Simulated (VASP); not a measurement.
A run of VASP 6.6.1 is set up as follows.

INCAR

```
PREC = Accurate
ENCUT = 520
EDIFF = 1E-7
ISMEAR = 0
SIGMA = 0.02
LREAL = F
LASPH = T
NELM = 60
ALGO = Normal
ISIF = 2
LWAVE = F
LCHARG = F
GGA = PE
NBANDS = 46
```

KPOINTS

```
Automatic mesh
0
Gamma
  8 4 6
```

File POSCAR:

```
Zn4Se3S
1.0
    4.0015399401      0.0000000000      0.0000000000
    0.0000000000      8.0088896697      0.0000000000
    0.0000000000      0.0000000000      5.6569267423
Zn Se S
4 3 1
Direct
    0.0000000000      0.7407121059      0.9934721515
    0.5000000000      0.5000000000      0.5176930194
    0.0000000000      0.2592878941      0.9934721515
    0.5000000000      0.0000000000      0.4947535128
    0.5000000000      0.7448273870      0.2501231232
    0.5000000000      0.2551726130      0.2501231232
    0.0000000000      0.0000000000      0.7508930150
    0.0000000000      0.5000000000      0.7494699032
```

Potentials or basis: VASP PAW PBE potentials, release 64 (Zn, Se, S).

Command:

```bash
$ cat potpaw_PBE.64/Zn/POTCAR potpaw_PBE.64/Se/POTCAR potpaw_PBE.64/S/POTCAR > POTCAR
$ mpirun -np 1 vasp_std > vasp.out
```

Task: Predict the pressure.

Result: 0.2 GPa.

Task: Predict the largest force.

Result: 0.005 eV/Å.

Forces in eV/Å, atoms in the order of the input:
```
Zn   0.000 -0.003 -0.004
Zn   0.000  0.000  0.004
Zn   0.000  0.003 -0.004
Zn   0.000  0.000  0.000
Se   0.000 -0.001  0.001
Se   0.000  0.001  0.001
Se   0.000  0.000  0.002
S    0.000  0.000  0.001
```
